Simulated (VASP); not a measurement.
# NaB (Fm-3m) in VASP: further runs

Runs on NaB. Level: PBE. Tasks: relaxation of cell and atoms.

Program: VASP 6.6.1. These are calculated values, not measurements. Logs are shortened: lines on timing, memory, paths and dates and some standing lists are left out, and cuts for length are marked.

## Step 1: The cell of the first run

It takes space group Fm-3m (No. 225, cubic). The conventional cell has a = 5.368 Å, b = 5.368 Å, c = 5.368 Å, α = 90.00°, β = 90.00°, γ = 90.00°. Na (site symmetry m-3m) has 6 B at 2.68 Å within 3.5 Å. Within 3.5 Å of B (site symmetry m-3m) lie 6 Na at 2.68 Å.

## Step 2: Relaxation of cell and atoms, PBE, target pressure 20 GPa, at which the enthalpy is minimised

INCAR

```
SYSTEM = NaB
ALGO = Normal
EDIFF = 1E-7
EDIFFG = -0.02
ENCUT = 500
GGA = PE
GGA_COMPAT = .False.
IBRION = 2
ISIF = 3
ISMEAR = -1
LASPH = .True.
LCHARG = .False.
LREAL = .False.
LWAVE = .False.
NELM = 120
NELMIN = 4
NSW = 100
PREC = Accurate
PSTRESS = 200.0
SIGMA = 0.1
```

KPOINTS

```
k-points
0
Gamma
  7 7 7
  0 0 0
```

POSCAR

```
NaB
1.0
    0.0000000000      2.6838690000      2.6838690000
    2.6838690000      0.0000000000      2.6838690000
    2.6838690000      2.6838690000      0.0000000000
Na B
1 1
Direct
    0.0000000000      0.0000000000      0.0000000000
    0.5000000000      0.5000000000      0.5000000000
```

Potentials or basis: VASP PAW PBE potentials, release 64 (Na_pv, B).

Run with:

```console
$ cat potpaw_PBE.64/Na_pv/POTCAR potpaw_PBE.64/B/POTCAR > POTCAR
$ mpirun -np 1 vasp_std > vasp.out
```

OUTCAR:

```text
SYSTEM = NaB
   EDIFF = 1E-7
   EDIFFG = -0.02
   ENCUT = 500
   GGA = PE
   IBRION = 2
   ISIF = 3
   ISMEAR = -1
   LASPH = .True.
   LREAL = .False.
   NELM = 120
   NELMIN = 4
   NSW = 100
   PREC = Accurate
   PSTRESS = 200.0

 ion  position               nearest neighbor table
   1  0.000  0.000  0.000-
   2  0.500  0.500  0.500-

  LATTYP: Found a face centered cubic cell.
 ALAT       =     5.3677380000

  Lattice vectors:

 A1 = (   0.0000000000,   2.6838690000,   2.6838690000)
 A2 = (   2.6838690000,   0.0000000000,   2.6838690000)
 A3 = (   2.6838690000,   2.6838690000,   0.0000000000)

Analysis of symmetry for initial positions (statically):
=====================================================================
 Subroutine PRICEL returns:
 Original cell was already a primitive cell.

 Routine SETGRP: Setting up the symmetry group for a
 face centered cubic supercell.

 Subroutine GETGRP returns: Found 48 space group operations
 (whereof 48 operations were pure point group operations)
 out of a pool of 48 trial point group operations.

The static configuration has the point symmetry O_h .

Analysis of symmetry for dynamics (positions and initial velocities):
=====================================================================
 Subroutine PRICEL returns:
 Original cell was already a primitive cell.

 Routine SETGRP: Setting up the symmetry group for a
 face centered cubic supercell.

 Subroutine GETGRP returns: Found 48 space group operations
 (whereof 48 operations were pure point group operations)
 out of a pool of 48 trial point group operations.

The dynamic configuration has the point symmetry O_h .

 Subroutine INISYM returns: Found 48 space group operations
 (whereof 48 operations are pure point group operations),
 and found     1 'primitive' translations

----------------------------------------------------------------------------------------

                                     Primitive cell

  volume of cell :      38.6646

  direct lattice vectors                    reciprocal lattice vectors
     0.000000000  2.683869000  2.683869000    -0.186298214  0.186298214  0.186298214
     2.683869000  0.000000000  2.683869000     0.186298214 -0.186298214  0.186298214
     2.683869000  2.683869000  0.000000000     0.186298214  0.186298214 -0.186298214

  length of vectors
     3.795563939  3.795563939  3.795563939     0.322677971  0.322677971  0.322677971

  position of ions in fractional coordinates (direct lattice)
     0.000000000  0.000000000  0.000000000
     0.500000000  0.500000000  0.500000000

  ion indices of the primitive-cell ions
   primitive index   ion index
                 1           1
                 2           2

----------------------------------------------------------------------------------------

 KPOINTS: k-points

Automatic generation of k-mesh.
 Grid dimensions read from file:
 generate k-points for:    7    7    7

 Generating k-lattice:

  Cartesian coordinates                     Fractional coordinates (reciprocal lattice)
    -0.026614031  0.026614031  0.026614031     0.142857143  0.000000000  0.000000000
     0.026614031 -0.026614031  0.026614031     0.000000000  0.142857143  0.000000000
     0.026614031  0.026614031 -0.026614031     0.000000000  0.000000000  0.142857143

  Length of vectors
     0.046096853  0.046096853  0.046096853

  Shift w.r.t. Gamma in fractional coordinates (k-lattice)
     0.000000000  0.000000000  0.000000000

 Subroutine IBZKPT returns following result:
 ===========================================

 Found     20 irreducible k-points:

 Following reciprocal coordinates:
            Coordinates               Weight
  0.000000  0.000000  0.000000      1.000000
  0.142857  0.000000  0.000000      8.000000
  0.285714  0.000000  0.000000      8.000000
  0.428571  0.000000  0.000000      8.000000
  0.142857  0.142857  0.000000      6.000000
  0.285714  0.142857  0.000000     24.000000
[... 12 lines left out ...]
 -0.428571  0.428571  0.142857     24.000000
 -0.285714  0.428571  0.142857     24.000000
   k-points           NKPTS =     20   k-points in BZ     NKDIM =     20   number of bands    NBANDS=      9
   number of dos      NEDOS =    301   number of ions     NIONS =      2
   total plane-waves  NPLWV =  21952
   dimension x,y,z NGX =    28 NGY =   28 NGZ =   28
   dimension x,y,z NGXF=    56 NGYF=   56 NGZF=   56
   ions per type =               1   1
   NGX,Y,Z   is equivalent  to a cutoff of  12.26, 12.26, 12.26 a.u.
   NGXF,Y,Z  is equivalent  to a cutoff of  24.53, 24.53, 24.53 a.u.
 SYSTEM =  NaB
   PREC   = accura    normal or accurate (medium, high low for compatibility)
   ISTART =      0    job   : 0-new  1-cont  2-samecut
   ICHARG =      2    charge: 1-file 2-atom 10-const
   ISPIN  =      1    spin polarized calculation?
   LNONCOLLINEAR =      F non collinear calculations
   LSORBIT =      F    spin-orbit coupling
   LASPH  =      T    aspherical Exc in radial PAW
   ENCUT  =  500.0 eV  36.75 Ry    6.06 a.u.   6.92  6.92  6.92*2*pi/ulx,y,z
   NELM   =    120;   NELMIN=  4; NELMDL= -5     # of ELM steps
   EDIFF  = 0.1E-06   stopping-criterion for ELM
   LREAL  =      F    real-space projection
   EDIFFG = -.2E-01   stopping-criterion for IOM
   NSW    =    100    number of steps for IOM
   IBRION =      2    ionic relax: 0-MD 1-quasi-New 2-CG
   NFREE  =      1    steps in history (QN), initial steepest desc. (CG)
   ISIF   =      3    stress and relaxation
   ISYM   =      2    0-nonsym 1-usesym 2-fastsym
   POTIM  = 0.5000    time-step for ionic-motion
   TEBEG  =    0.0;   TEEND  =   0.0 temperature during run
   PSTRESS=  200.0 pullay stress
   NELECT =      10.0000    total number of electrons
   NUPDOWN=      -1.0000    fix difference up-down
   EMIN   =  10.00;   EMAX   =-10.00  energy-range for DOS
   EFERMI =   0.00;   METHOD = LEGACY
   ISMEAR =    -1;   SIGMA  =   0.10  broadening in eV -4-tet -1-fermi 0-gaus
   EFERMI_NEDOS =   21; number of points for ismear=-14 and -15
   IALGO  =     38    algorithm
   IMIX   =      4    mixing-type and parameters
     AMIX     =   0.40;   BMIX     =  1.00
     AMIX_MAG =   1.60;   BMIX_MAG =  1.00
  volume/ion in A,a.u.               =      19.33       130.46
  Fermi-wavevector in a.u.,A,eV,Ry     =   1.043046  1.971071 14.802394  1.087945
  Thomas-Fermi vector in A             =   2.177738
   LORBIT       =      0    0 simple, 1 ext, 2 COOP (PROOUT), +10 PAW based schemes
   GGA     = PE    functional components
   LHFCALC =     F    Hartree Fock is set to
   AEXX    =    0.0000 exact exchange contribution
   IVDW    =     0    specifies the selected vdW correction
   LEPSILON=     F    determine dielectric tensor
   LRPA    =     F    only Hartree local field effects (RPA)
 conjugate gradient relaxation of ions
 non-spin polarized calculation
  energy-cutoff  :      500.00
  volume of cell :       38.66
 maximum number of plane-waves:       998
   NGX = 13   NGY = 13   NGZ = 13

--------------------------------------- Ionic step        1  -------------------------------------------

 number of electron      10.0000000 magnetization

 number of electron       9.9999996 magnetization

 Free energy of the ion-electron system (eV)
  ---------------------------------------------------
  ext. energy  EPLUGINS =         0.00000000
  ---------------------------------------------------
  free energy    TOTEN  =        -4.33078683 eV

  energy without entropy =       -4.30059670  energy(sigma->0) =       -4.31569176

 E-fermi :   0.7942     XC(G=0):  -8.3200

 val. band max:        0.7130371328   @ k =  -0.4286   0.2857   0.0000
 cond. band min:       0.8339174809   @ k =   0.2857   0.2857   0.0000
 fundamental gap:      0.1208803482
 Fermi energy:         0.7942483512

 k-point     1 :       0.0000    0.0000    0.0000
  band No.  band energies     occupation
      1     -22.2790      2.00000
      2     -22.2790      2.00000
      3     -22.2789      2.00000
      4      -6.4066      2.00000
      5       3.1296      0.00000
      6       3.1296      0.00000
      7       3.1296      0.00000
      8       8.1777      0.00000
      9      10.9944      0.00000

 k-point     2 :       0.1429    0.0000    0.0000
  band No.  band energies     occupation
      1     -22.2868      2.00000
      2     -22.2798      2.00000
      3     -22.2798      2.00000
      4      -6.1627      2.00000
      5       2.2663      0.00000
      6       2.9990      0.00000
      7       2.9990      0.00000
      8       8.5840      0.00000
      9      10.0970      0.00000
[... 281 lines left out ...]
  FREE ENERGIE OF THE ION-ELECTRON SYSTEM (eV)
  ---------------------------------------------------
  free  energy   TOTEN  =        -3.7419123484 eV

  energy  without entropy=       -3.7193707829  energy(sigma->0) =       -3.73064157

  enthalpy is  TOTEN    =        -0.4015224727 eV   P V=        3.3403898757

--------------------------------------- Ionic step        3  -------------------------------------------

 number of electron       9.9999992 magnetization

 Free energy of the ion-electron system (eV)
  ---------------------------------------------------
  ext. energy  EPLUGINS =         0.00000000
  ---------------------------------------------------
  free energy    TOTEN  =        -3.78921870 eV

  energy without entropy =       -3.76663081  energy(sigma->0) =       -3.77792475

 E-fermi :   2.6204     XC(G=0):  -9.6678

 val. band max:        2.4959651988   @ k =   0.2857   0.0000   0.0000
 cond. band min:       2.9119660593   @ k =  -0.4286   0.2857   0.1429
 fundamental gap:      0.4160008605
 Fermi energy:         2.6204006066

 k-point     1 :       0.0000    0.0000    0.0000
  band No.  band energies     occupation
      1     -20.1626      2.00000
      2     -20.1626      2.00000
      3     -20.1626      2.00000
      4      -5.8231      2.00000
      5       5.8863      0.00000
      6       5.8863      0.00000
      7       5.8863      0.00000
      8      14.2820      0.00000
      9      14.2906      0.00000

 k-point     2 :       0.1429    0.0000    0.0000
  band No.  band energies     occupation
      1     -20.1927      2.00000
      2     -20.1651      2.00000
      3     -20.1651      2.00000
      4      -5.4683      2.00000
      5       4.7966      0.00000
      6       5.6521      0.00000
      7       5.6521      0.00000
      8      13.0197      0.00000
      9      14.8888      0.00000
[... 236 lines left out ...]
 POSITION                                       TOTAL-FORCE (eV/Angst)
 -----------------------------------------------------------------------------------
      0.00000      0.00000      0.00000         0.000000     -0.000000      0.000000
      2.38476      2.38476      2.38476         0.000000      0.000000     -0.000000
 -----------------------------------------------------------------------------------
    total drift:                               -0.000000      0.000000      0.000000

  FREE ENERGIE OF THE ION-ELECTRON SYSTEM (eV)
  ---------------------------------------------------
  free  energy   TOTEN  =        -3.7892186984 eV

  energy  without entropy=       -3.7666308080  energy(sigma->0) =       -3.77792475

  enthalpy is  TOTEN    =        -0.4032281536 eV   P V=        3.3859905448

 reached required accuracy - stopping structural energy minimisation
```

It took 16 s on 1 thread of Intel Xeon Platinum 8259CL at 2.50GHz (Skylake/Cascade Lake), shared host; peak memory 0.15 GiB.

Results:

* Free energy: -3.7892 eV
* Relaxed volume: 13.56 Å³/atom
* Relaxed cell: a = 3.373 Å, b = 3.373 Å, c = 3.373 Å, α = 60.00°, β = 60.00°, γ = 60.00°
* Space group after relaxing (to 0.1 Å): Fm-3m (No. 225)
* Energy change on relaxing (the run minimises the enthalpy): +270.8 meV/atom
* Ionic steps: 3
* Pressure after relaxing: 20.1 GPa
* Band gap on the k mesh: zero (bands 5 and 6 overlap by 4.12 eV)

The path:
| step | energy change (eV) | largest force (eV/Å) | pressure (GPa) | volume (Å³) |
| --- | --- | --- | --- | --- |
| 1 | 0.0000 | 0.0000 | 0.17 | 38.66 |
| 2 | 0.5889 | 0.0000 | 21.42 | 26.76 |
| 3 | 0.5416 | 0.0000 | 20.08 | 27.12 |

Final structure:
```
Na B
1.0
     0.00000    2.38476    2.38476
     2.38476    0.00000    2.38476
     2.38476    2.38476    0.00000
Na B
1 1
Direct
  0.00000 0.00000 0.00000
  0.50000 0.50000 0.50000
```

Levels at points of the mesh, in eV from the Fermi level:
```tsv
k point	band 1	band 2	band 3	band 4	band 5	band 6	band 7	band 8	band 9
(0.00, 0.00, 0.00)	-22.78	-22.78	-22.78	-8.44	3.27	3.27	3.27	11.66	11.67
```

Caveat: the cell is relaxed towards a set pressure, so the run minimises the enthalpy, not the energy; the volume moved by over 15 % at a fixed basis, so the end points are rough.

## Step 3: Relaxation of cell and atoms, PBE, target pressure 30 GPa, at which the enthalpy is minimised

INCAR

```
PREC = Accurate
ENCUT = 500
EDIFF = 1E-7
ISMEAR = -1
SIGMA = 0.1
LREAL = F
LASPH = T
NELM = 120
ALGO = Normal
ISIF = 3
LWAVE = F
LCHARG = F
GGA = PE
IBRION = 2
NSW = 100
EDIFFG = -0.02
PSTRESS = 300.0
GGA_COMPAT = F
NELMIN = 4
```

KPOINTS

```
regular mesh
0
Gamma
  7 7 7
```

POSCAR is that of step 2.

Potentials or basis: VASP PAW PBE potentials, release 64 (Na_pv, B).

Run with:

```console
$ cat potpaw_PBE.64/Na_pv/POTCAR potpaw_PBE.64/B/POTCAR > POTCAR
$ mpirun -np 1 vasp_std > vasp.out
```

It took 17 s on 1 thread of Intel Xeon Platinum 8259CL at 2.50GHz (Skylake/Cascade Lake), shared host; peak memory 0.15 GiB.

It converged, with:

- Free energy: -3.4316 eV
- Relaxed volume: 12.41 Å³/atom
- Relaxed cell: a = 3.274 Å, b = 3.274 Å, c = 3.274 Å, α = 60.00°, β = 60.00°, γ = 60.00°
- Space group after relaxing (to 0.1 Å): Fm-3m (No. 225)
- Energy change on relaxing (the run minimises the enthalpy): +449.6 meV/atom
- Ionic steps: 3
- Pressure after relaxing: 30.1 GPa
- Band gap on the k mesh: zero (bands 5 and 6 overlap by 4.48 eV)

Step by step:
```
step  energy change (eV)  largest force (eV/Å)  pressure (GPa)  volume (Å³)
   1              0.0000                0.0000            0.17        38.66
   2              1.6356                0.0000           50.42        21.82
   3              0.8992                0.0000           30.10        24.81
```

Final structure:
```
Na B
1.0
     0.00000    2.31497    2.31497
     2.31497    0.00000    2.31497
     2.31497    2.31497    0.00000
Na B
1 1
Direct
  0.00000 0.00000 0.00000
  0.50000 0.50000 0.50000
```

Levels at points of the mesh, in eV from the Fermi level:
```csv
k point,band 2,band 3,band 4,band 5,band 6,band 7,band 8,band 9
"(0.00, 0.00, 0.00)",-22.79,-22.79,-8.82,3.53,3.53,3.53,12.04,12.04
```

Caveat: the cell is relaxed towards a set pressure, so the run minimises the enthalpy, not the energy; the volume moved by over 15 % at a fixed basis, so the end points are rough.

(Part 1 of 2 ends here.)
